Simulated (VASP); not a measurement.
A run of VASP 6.6.1:

File INCAR:

```
SYSTEM = H
PREC = Accurate ; ENCUT = 520
EDIFF = 1E-6 ; ISMEAR = 0
SIGMA = 0.1 ; LREAL = .FALSE.
LASPH = .TRUE. ; NELM = 80
ALGO = Normal ; ISIF = 2
LWAVE = .FALSE. ; LCHARG = .FALSE.
GGA = PE ; ISYM = 0
NBANDS = 16
```

File KPOINTS:

```
regular mesh
0
G
  3 3 3
  0 0 0
```

Contents of POSCAR:

```
H
1.0
    5.5129496338     -0.8048925750     -0.2103418203
   -0.7979573875      5.7096609155      0.2232630337
   -0.2010062235      0.2231418660      5.7075972900
H
10
Direct
    0.9644231829      0.7300990813      0.6045735476
    0.5998321211      0.9757763518      0.7278872171
    0.3359331093      0.3588426480      0.5178581989
    0.1634156260      0.9922706911      0.1816633423
    0.1834113710      0.0331311180      0.0546969430
    0.8186204039      0.4837975452      0.0879406374
    0.7129440103      0.3815304701      0.1326153814
    0.4304432812      0.3863320239      0.6200446109
    0.6465536395      0.9152717524      0.8362346258
    0.0782032947      0.6840865908      0.6220840587
```

Potentials or basis: VASP PAW PBE potentials, release 64 (H).

Run with:

```bash
$ cat potpaw_PBE.64/H/POTCAR > POTCAR
$ mpirun -np 1 vasp_std > vasp.out
```

Hardware: 1 thread of Intel(R) Xeon(R) 6975P-C (Granite Rapids), with other jobs on the host.

**Question.** How long does it take, and how much memory?

**Answer.** It took 22 s on 1 thread of Intel(R) Xeon(R) 6975P-C (Granite Rapids) (shared host), peak memory 0.27 GiB. Counts: scf iterations 12, k points 14.
